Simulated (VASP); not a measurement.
# KI (Fm-3m) in VASP: vibrations by perturbation theory with PBEsol

Aim: the vibrations by perturbation theory of KI with PBEsol.

Everything below comes from runs of VASP 6.6.1. Logs are shortened: lines on timing, memory, paths and dates and some standing lists are left out, and cuts for length are marked.

### 1 The cell of the first run

It takes space group Fm-3m (No. 225, cubic). The conventional cell has a = 6.076 Å, b = 6.076 Å, c = 6.076 Å, α = 90.00°, β = 90.00°, γ = 90.00°. Within 4.0 Å of K (site symmetry m-3m) lie 6 I at 3.04 Å. Within 4.0 Å of I (site symmetry m-3m) lie 6 K at 3.04 Å.

### 2 Vibrations by perturbation theory, PBEsol

INCAR

```
SYSTEM = KI
ALGO     = Normal         ! electronic algorithm
EDIFF    = 1E-8           ! SCF threshold, eV
ENCUT    = 520            ! plane-wave cutoff, eV
GGA      = PS             ! functional
IBRION   = 8              ! ionic algorithm
ISIF     = 2              ! what is computed and relaxed
ISMEAR   = 0              ! smearing method
LASPH    = .True.         ! aspherical terms in the spheres
LCHARG   = .False.        ! write CHGCAR
LREAL    = .False.        ! projectors in reciprocal space
LWAVE    = .False.        ! write WAVECAR
NELM     = 80             ! most SCF steps
NSW      = 1              ! ionic steps
PREC     = Accurate       ! precision mode
SIGMA    = 0.01           ! smearing width, eV
```

KPOINTS

```
k-points
0
Gamma
  6 6 6
  0 0 0
```

POSCAR

```
KI
1.0
    3.0380567707      3.0380567707      0.0000000000
   -3.0380567707      3.0380567707      0.0000000000
    0.0000000000      3.0380567707      3.0380567707
K I
1 1
Direct
    0.0000000000      0.0000000000      0.0000000000
    0.5000000000      0.5000000000      0.0000000000
```

Potentials or basis: VASP PAW PBE potentials, release 64 (K_sv, I).

On the command line:

```sh
cat potpaw_PBE.64/K_sv/POTCAR potpaw_PBE.64/I/POTCAR > POTCAR
mpirun -np 1 vasp_std > vasp.out
```

OUTCAR:

```text
SYSTEM = KI
   EDIFF = 1E-8
   ENCUT = 520
   GGA = PS
   IBRION = 8
   ISIF = 2
   ISMEAR = 0
   LASPH = .True.
   LREAL = .False.
   NELM = 80
   NSW = 1
   PREC = Accurate

 ion  position               nearest neighbor table
   1  0.000  0.000  0.000-   2 3.04   2 3.04   2 3.04   2 3.04   2 3.04   2 3.04
   2  0.500  0.500  0.000-   1 3.04   1 3.04   1 3.04   1 3.04   1 3.04   1 3.04

  LATTYP: Found a face centered cubic cell.
 ALAT       =     6.0761135414

  Lattice vectors:

 A1 = (   0.0000000000,   3.0380567707,   3.0380567707)
 A2 = (   3.0380567707,   0.0000000000,   3.0380567707)
 A3 = (   3.0380567707,   3.0380567707,   0.0000000000)

Analysis of symmetry for initial positions (statically):
=====================================================================
 Subroutine PRICEL returns:
 Original cell was already a primitive cell.

 Routine SETGRP: Setting up the symmetry group for a
 face centered cubic supercell.

 Subroutine GETGRP returns: Found 48 space group operations
 (whereof 48 operations were pure point group operations)
 out of a pool of 48 trial point group operations.

The static configuration has the point symmetry O_h .

Analysis of symmetry for dynamics (positions and initial velocities):
=====================================================================
 Subroutine PRICEL returns:
 Original cell was already a primitive cell.

 Routine SETGRP: Setting up the symmetry group for a
 face centered cubic supercell.

 Subroutine GETGRP returns: Found 48 space group operations
 (whereof 48 operations were pure point group operations)
 out of a pool of 48 trial point group operations.

The dynamic configuration has the point symmetry O_h .

 Subroutine INISYM returns: Found 48 space group operations
 (whereof 48 operations are pure point group operations),
 and found     1 'primitive' translations

----------------------------------------------------------------------------------------

                                     Primitive cell

  volume of cell :      56.0812

  direct lattice vectors                    reciprocal lattice vectors
     3.038056771  3.038056771  0.000000000     0.164578886  0.164578886 -0.164578886
    -3.038056771  3.038056771  0.000000000    -0.164578886  0.164578886 -0.164578886
     0.000000000  3.038056771  3.038056771     0.000000000  0.000000000  0.329157773

  length of vectors
     4.296461088  4.296461088  4.296461088     0.285058993  0.285058993  0.329157773

  position of ions in fractional coordinates (direct lattice)
     0.000000000  0.000000000  0.000000000
     0.500000000  0.500000000  0.000000000

  ion indices of the primitive-cell ions
   primitive index   ion index
                 1           1
                 2           2

----------------------------------------------------------------------------------------

 KPOINTS: k-points

Automatic generation of k-mesh.
 Grid dimensions read from file:
 generate k-points for:    6    6    6

 Generating k-lattice:

  Cartesian coordinates                     Fractional coordinates (reciprocal lattice)
     0.027429814  0.027429814 -0.027429814     0.166666667  0.000000000  0.000000000
    -0.027429814  0.027429814 -0.027429814     0.000000000  0.166666667  0.000000000
     0.000000000  0.000000000  0.054859629     0.000000000  0.000000000  0.166666667

  Length of vectors
     0.047509832  0.047509832  0.054859629

[... 72 lines left out ...]
   IVDW    =     0    specifies the selected vdW correction
   LEPSILON=     F    determine dielectric tensor
   LRPA    =     F    only Hartree local field effects (RPA)
 non-spin polarized calculation
 Gauss-broadening in eV      SIGMA  =   0.01
  energy-cutoff  :      520.00
  volume of cell :       56.08
 maximum number of plane-waves:      1527
   NGX = 15   NGY = 15   NGZ = 15

--------------------------------------- Ionic step        1  -------------------------------------------

 number of electron      16.0000002 magnetization

 Free energy of the ion-electron system (eV)
  ---------------------------------------------------
  ext. energy  EPLUGINS =         0.00000000
  ---------------------------------------------------
  free energy    TOTEN  =        -4.87122636 eV

  energy without entropy =       -4.87122636  energy(sigma->0) =       -4.87122636

 E-fermi :   2.7771     XC(G=0):  -9.3155

 val. band max:        2.7328341162   @ k =   0.0000   0.0000   0.0000
 cond. band min:       6.1954552904   @ k =   0.5000   0.5000   0.0000
 fundamental gap:      3.4626211742
 Fermi energy:         2.7770814322

 k-point     1 :       0.0000    0.0000    0.0000
  band No.  band energies     occupation
      1     -25.2726      2.00000
      2      -8.9159      2.00000
      3      -8.9159      2.00000
      4      -8.9159      2.00000
      5      -8.9084      2.00000
      6       2.7328      2.00000
      7       2.7328      2.00000
      8       2.7328      2.00000
      9       7.9392      0.00000
     10       8.4497      0.00000
     11       8.4497      0.00000
     12       8.4497      0.00000
[... 213 lines left out ...]
      1     -25.2369      2.00000
      2      -9.4388      2.00000
      3      -9.1882      2.00000
      4      -9.0888      2.00000
      5      -7.9157      2.00000
      6       1.0874      2.00000
      7       1.4731      2.00000
      8       1.6156      2.00000
      9       7.5329      0.00000
     10      10.1342      0.00000
     11      10.4696      0.00000
     12      11.9430      0.00000

------------------------ aborting loop because EDIFF is reached ----------------------------------------

  FORCE on cell =-STRESS in cart. coord.  units (eV):
  Direction    XX          YY          ZZ          XY          YZ          ZX
  --------------------------------------------------------------------------------------
  -------------------------------------------------------------------------------------
  Total        5.3349831      5.3349831      5.3349831     -0.0000000      0.0000000     -0.0000000
  in kB      152.4143938    152.4143938    152.4143938     -0.0000000      0.0000000     -0.0000000
  external PRESSURE =     152.4143938 kB  Pullay stress =       0.0000000 kB

 VOLUME and BASIS-vectors are now :
 -----------------------------------------------------------------------------
  energy-cutoff  :      520.00
  volume of cell :       56.08
      direct lattice vectors                 reciprocal lattice vectors
     3.038056771  3.038056771  0.000000000     0.164578886  0.164578886 -0.164578886
    -3.038056771  3.038056771  0.000000000    -0.164578886  0.164578886 -0.164578886
     0.000000000  3.038056771  3.038056771     0.000000000  0.000000000  0.329157773

 POSITION                                       TOTAL-FORCE (eV/Angst)
 -----------------------------------------------------------------------------------
      0.00000      0.00000      0.00000        -0.000000      0.000000      0.000000
      0.00000      3.03806      0.00000         0.000000     -0.000000      0.000000
 -----------------------------------------------------------------------------------
    total drift:                                0.000000     -0.000000     -0.000000

  FREE ENERGIE OF THE ION-ELECTRON SYSTEM (eV)
  ---------------------------------------------------
  free  energy   TOTEN  =        -4.8712263618 eV

  energy  without entropy=       -4.8712263618  energy(sigma->0) =       -4.87122636

[... ionic steps 2 to 3 ...]

--------------------------------------- Ionic step        4  -------------------------------------------

------------------------ aborting loop because EDIFF is reached ----------------------------------------

[... ionic steps 5 to 6 ...]

--------------------------------------- Ionic step        7  -------------------------------------------

 Free energy of the ion-electron system (eV)
  ---------------------------------------------------
  ---------------------------------------------------
  free energy    TOTEN  =        -0.08256978 eV

  energy without entropy =       -0.08256978

------------------------ aborting loop because EDIFF is reached ----------------------------------------

 INTERNAL STRAIN TENSOR  FOR ION    2  DIRECTION 1   (eV/Angst):
 -----------------------------------------------------------------------------
    -0.00092  0.00000  0.00000
     0.00000 -0.00386 -0.00000
     0.00000 -0.00000 -0.00386

 INTERNAL STRAIN TENSOR FOR ION    2 for displacements in x,y,z  (eV/Angst):
          X           Y           Z          XY          YZ          ZX
  --------------------------------------------------------------------------------
  x     0.00000     0.00000     0.00000     0.00000     0.00000     0.00000
  y     0.00000     0.00000     0.00000     0.00000     0.00000     0.00000
  z     0.00000     0.00000     0.00000     0.00000     0.00000     0.00000

 SECOND DERIVATIVES (NOT SYMMETRIZED)
 ------------------------------------
               1X          1Y          1Z          2X          2Y          2Z
  1X    -5.350866   -0.000000    0.000000    5.350866    0.000000   -0.000000
  1Y     0.000000   -5.350866   -0.000000   -0.000000    5.350866    0.000000
  1Z    -0.000000   -0.000000   -5.350866    0.000000    0.000000    5.350866
  2X     5.348301    0.000000   -0.000000   -5.348301   -0.000000    0.000000
  2Y    -0.000000    5.348301    0.000000    0.000000   -5.348301   -0.000000
  2Z    -0.000000   -0.000000    5.348301    0.000000    0.000000   -5.348301

 Eigenvectors and eigenvalues of the dynamical matrix
 ----------------------------------------------------

   1 f  =    6.614240 THz    41.558498 2PiTHz  220.627308 cm-1    27.354288 meV
             X         Y         Z           dx          dy          dz
      0.000000  0.000000  0.000000    -0.874391   -0.000000   -0.000000
      0.000000  3.038057  0.000000     0.485223    0.000000    0.000000
[... 21 lines left out ...]
   6 f/i=    0.000673 THz     0.004226 2PiTHz    0.022437 cm-1     0.002782 meV
             X         Y         Z           dx          dy          dz
      0.000000  0.000000  0.000000    -0.000000   -0.485223    0.000000
      0.000000  3.038057  0.000000    -0.000000   -0.874391    0.000000

--------------------------------------------------------------------------------------------------------

 ELASTIC MODULI CONTR FROM IONIC RELAXATION (kBar)
 Direction    XX          YY          ZZ          XY          YZ          ZX
 --------------------------------------------------------------------------------
 XX           0.0000      0.0000      0.0000      0.0000      0.0000      0.0000
 YY           0.0000      0.0000      0.0000      0.0000      0.0000      0.0000
 ZZ           0.0000      0.0000      0.0000      0.0000      0.0000      0.0000
 XY           0.0000      0.0000      0.0000      0.0000      0.0000      0.0000
 YZ           0.0000      0.0000      0.0000      0.0000      0.0000      0.0000
 ZX           0.0000      0.0000      0.0000      0.0000      0.0000      0.0000
 --------------------------------------------------------------------------------
```

Wall time 1.9 min (1 thread of Intel Xeon 6975P-C, shared host); peak memory 0.24 GiB.

Results:

```
Highest phonon frequency at Γ, LO-TO splitting left out : 221 cm⁻¹
```

Phonon frequencies in cm⁻¹ (negative: imaginary):
```csv
q point,frequencies
"(0.000, 0.000, 0.000)",0 0 0 221 221 221
```

Caveat: the cell wasn't relaxed at this level first, which shifts response properties; the PAW data sets were made with another functional, which shifts forces and pressure a little; spin-orbit coupling is left out, which moves the levels of the heavy elements.
